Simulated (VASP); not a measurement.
Set up this calculation in VASP 6.6.1, as the native input.

- Task: single point
- Functional: PBE
- Potentials or basis: VASP PAW PBE potentials, release 64 (C, Cl, H)
- Cutoff: 520 eV
- k mesh: 1 × 1 × 1
- Occupations: fermi-dirac, width 0.05 eV
- Spin: no spin polarisation
- Dipole correction: no
- Further INCAR settings: LREAL = Auto; ALGO = Normal; EDIFF = 1e-06; NBANDS = 82

The structure of H3CCl lies in POSCAR:

```
H3CCl
1.0
    8.7171280000      0.0000000000      0.0000000000
    0.0000000000      8.7171280000      0.0000000000
    0.0000000000      0.0000000000      8.7171280000
C Cl H
8 8 24
Direct
    0.1239054881      0.6232901479      0.0609833881
    0.6894472583      0.5946683357      0.3710052210
    0.5996585114      0.9917142435      0.4771869818
    0.9941347655      0.1064456092      0.8205110674
    0.5194830224      0.3222735745      0.8695753923
    0.3182240756      0.4919510187      0.4086552360
    0.2280797070      0.8927022753      0.4698795291
    0.7915680486      0.6470709160      0.8444983256
    0.1381074134      0.5971003294     -0.1431778907
    0.8195130323      0.4736766513      0.4500909015
    0.7856601394      1.0770978698      0.4561364706
    0.8756209614      0.0402311403      0.9801049153
    0.5893569533      0.4072786358      1.0454475373
    0.2016030968      0.3700989592      0.5108219129
    0.0309046741      0.7931281954      0.4196336224
    0.5784818119      0.6622249897      0.8323498290
    0.1188235391      0.7400832017      0.1013063018
    0.0220370746      0.5596682761      0.1055049324
    0.2151970236      0.5515463350      0.0986104598
    0.6400387834      0.6704501758      0.4681243639
    0.7202486874      0.6683393888      0.2738516631
    0.5950354291      0.5134603966      0.3307740806
    0.5915021553      0.9286200684      0.5822101041
    0.5460628776      1.0999494329      0.4897140434
    0.5702795691      0.9355604277      0.3692156407
    1.0252115146      0.2236172281      0.8663059668
    1.0719356192     -0.0009865635      0.7839508609
    0.9239166845      0.1295839639      0.7294374936
    0.5657712035      0.3855971829      0.7696342190
    0.5538291970      0.2024290569      0.8651702717
    0.4029308736      0.3311870607      0.8763551482
    0.3019572501      0.6156385452      0.4609545713
    0.4432079006      0.4624573598      0.4093205927
    0.2705478226      0.5049484188      0.2949021742
    0.2261409951      1.0202213390      0.4246467414
    0.2079928160      0.9017419499      0.5968479527
    0.3188664891      0.8058273321      0.4602089128
    0.8286559518      0.6051878554      0.7318924306
    0.8277726334      0.7745670363      0.8686920738
    0.8082134391      0.5625017781      0.9343903175
```

One way to write it, as run:

INCAR

```
ALGO = Normal ; EDIFF = 1E-6
ENCUT = 520 ; GGA = PE
ISIF = 2 ; ISMEAR = -1
LASPH = T ; LCHARG = F
LREAL = Auto ; LWAVE = F
NBANDS = 82 ; NELM = 80
PREC = Accurate ; SIGMA = 0.05
```

KPOINTS

```
k-points
0
Gamma
  1 1 1
```

Potentials or basis: VASP PAW PBE potentials, release 64 (C, Cl, H).

Launch:

```sh
$ cat potpaw_PBE.64/C/POTCAR potpaw_PBE.64/Cl/POTCAR potpaw_PBE.64/H/POTCAR > POTCAR
$ mpirun -np 1 vasp_gam > vasp.out
```

It gave:

The pressure is 0.4 GPa, the largest force is 3.427 eV/Å and the band gap on the k mesh is 4.12 eV.

Caveat: the k points lie up to 0.72 Å⁻¹ apart.

Run time: 2.1 min on 1 thread of Intel(R) Xeon(R) Platinum 8488C (Sapphire Rapids), with other jobs on the host, peak memory 0.64 GiB.
